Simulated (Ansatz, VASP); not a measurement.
**BaTiO3: VASP beside Ansatz**

```xyz
5
Lattice="2.8274 1.6324 2.3184 -2.8274 1.6324 2.3184 0.0000 -3.2648 2.3184" Properties=species:S:1:pos:R:3 pbc="T T T"
Ba    0.0000    0.0000    0.0000
Ti    0.0000    0.0000    3.3698
O     1.3885   -0.8017    2.3988
O    -1.3885   -0.8017    2.3988
O     0.0000    1.6033    2.3988
```

Alike in both runs: functional r2SCAN; k mesh 7 × 7 × 7; occupations fermi-dirac, width 0.05 eV; no spin polarisation.

|  | VASP | Ansatz |
| --- | --- | --- |
| version | VASP 6.6.1 | Ansatz 0.2.0 |
| potentials or method | VASP PAW PBE potentials, release 64 (Ba_sv, Ti_sv, O) | Ansatz PAW |
| plane-wave cutoff (eV) | 520 | 500 |
| valence electrons in the cell | 40 | 40 |
| task | single point | projected density of states |

VASP gave:

| Property | Result |
| --- | --- |
| gap on the k mesh at the Fermi level (eV) | 2.84 |
| least direct gap on the mesh (eV) | 3.19 |
| pressure (GPa) | 3.9 |
| traceless stress, the component that is largest in VASP (GPa) | -0.12 |
| rms of the force components (eV/Å) | 0.094 |

Task: Estimate Ansatz's values.

Result: gap on the k mesh at the Fermi level (eV): 2.86; least direct gap on the mesh (eV): 3.17; pressure (GPa): 1.9; traceless stress, the component that is largest in VASP (GPa): -0.04; rms of the force components (eV/Å): 0.047.

VASP's potentials were made for PBE, not for r2SCAN. Atom by atom the forces differ by 0.061 eV/Å (rms over components).

Spin-orbit coupling is off throughout. Noted on Ansatz's run: odd divisions of the mesh miss points on the zone boundary, where band edges often lie, so the gap on the mesh can be too wide.
